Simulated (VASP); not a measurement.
Here is a VASP 6.6.1 calculation.

The input INCAR:

```
PREC     = Accurate       # precision mode
ENCUT    = 520            # plane-wave cutoff, eV
EDIFF    = 1E-7           # SCF threshold, eV
ISMEAR   = 0              # smearing method
SIGMA    = 0.01           # smearing width, eV
LREAL    = False          # projectors in reciprocal space
LASPH    = True           # aspherical terms in the spheres
NELM     = 60             # most SCF steps
ALGO     = Normal         # electronic algorithm
ISIF     = 2              # what is computed and relaxed
LWAVE    = False          # write WAVECAR
LCHARG   = False          # write CHGCAR
GGA      = PE             # functional
NBANDS   = 11             # bands
```

KPOINTS

```
Automatic mesh
0
Gamma
  6 6 6
```

File POSCAR:

```
AlN
1.0
    0.0000000000      2.0188684521      1.9381137141
    2.0188684521      0.0000000000      1.9381137141
    2.0188684521      2.0188684521      0.0000000000
Al N
1 1
Direct
    0.0000000000      0.0000000000      0.0000000000
    0.5000000000      0.5000000000      0.5000000000
```

Potentials or basis: VASP PAW PBE potentials, release 64 (Al, N).

The run is started by

```bash
$ cat potpaw_PBE.64/Al/POTCAR potpaw_PBE.64/N/POTCAR > POTCAR
$ mpirun -np 1 vasp_std > vasp.out
```

Task: Estimate the pressure.

Result: 19.3 GPa.

Task: Estimate the band gap on the k mesh.

Result: 4.71 eV, indirect (least direct gap 6.21 eV).

Stress tensor (GPa, compression positive):
```
13.87  0.00  0.00
 0.00 13.87  0.00
 0.00  0.00 30.11
```

Caveat: the k points lie up to 0.46 Å⁻¹ apart; the cell differs from its parent crystal (uniaxial z strain -4.0%). A k mesh can miss the band edges.
